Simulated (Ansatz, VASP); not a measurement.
**In in VASP and in Ansatz**

The input INCAR:

```
SYSTEM = In
ALGO = Normal
EDIFF = 1E-8
ENCUT = 400
GGA = PE
GGA_COMPAT = .FALSE.
ISIF = 2
ISMEAR = -1
LASPH = .TRUE.
LCHARG = .FALSE.
LEFG = .TRUE.
LREAL = .FALSE.
LWAVE = .FALSE.
NBANDS = 12
NELM = 120
PREC = Accurate
SIGMA = 0.05
```

The input KPOINTS:

```
k-points
0
G
  12 12 14
  0 0 0
```

POSCAR

```
In
1.0
   -1.6671510000      1.6176720000      2.4739500000
    1.6176720000     -1.6671510000      2.4739500000
    1.6346280000      1.6346280000     -2.5064730000
In
1
Direct
    0.0000000000      0.0000000000      0.0000000000
```

Input for Ansatz:

```yaml
crystal:
  lattice:
    - [-1.667151, 1.617672, 2.47395]
    - [1.617672, -1.667151, 2.47395]
    - [1.634628, 1.634628, -2.506473]
  atoms:
    - { symbol: In, position: [0.0, 0.0, 0.0] }
kpoints:
  mp_grid: { grid: [12, 12, 14] }
scf:
  occupations: { method: fermi_dirac, width: 0.05 }
hamiltonian:
  xc: pbe
  pseudopotentials: { kind: all_electron, datasets: crystal }
output:
  forces: true
  stress: true
  eigenvalues: true
  efg: { contact_densities: true }
```

Change from the starting cell: equal xy, yz and zx shear strains of -2 %, crystal datasets.

Alike in both runs: task electric field gradients; functional PBE; k mesh 12 × 12 × 14; occupations fermi-dirac, width 0.05 eV; no spin polarisation.

```csv
,VASP,Ansatz
version,VASP 6.6.1,Ansatz 0.2.0
potentials or method,"VASP PAW PBE potentials, release 64 (In_d), cutoff 400 eV","all-electron PAW with datasets made for the crystal, scalar-relativistic"
```

Ansatz gave:

* pressure (GPa): 2.1
* traceless stress, the component that is largest in VASP (GPa): 0.17
* size of Vzz on the site where it differs most (V/Å²): 19.6

What did VASP give for the same quantities?

Pressure (GPa): 2.0; traceless stress, the component that is largest in VASP (GPa): 0.17; size of Vzz on the site where it differs most (V/Å²): 19.2.

Ansatz ran all-electron here, and VASP with PAW potentials.
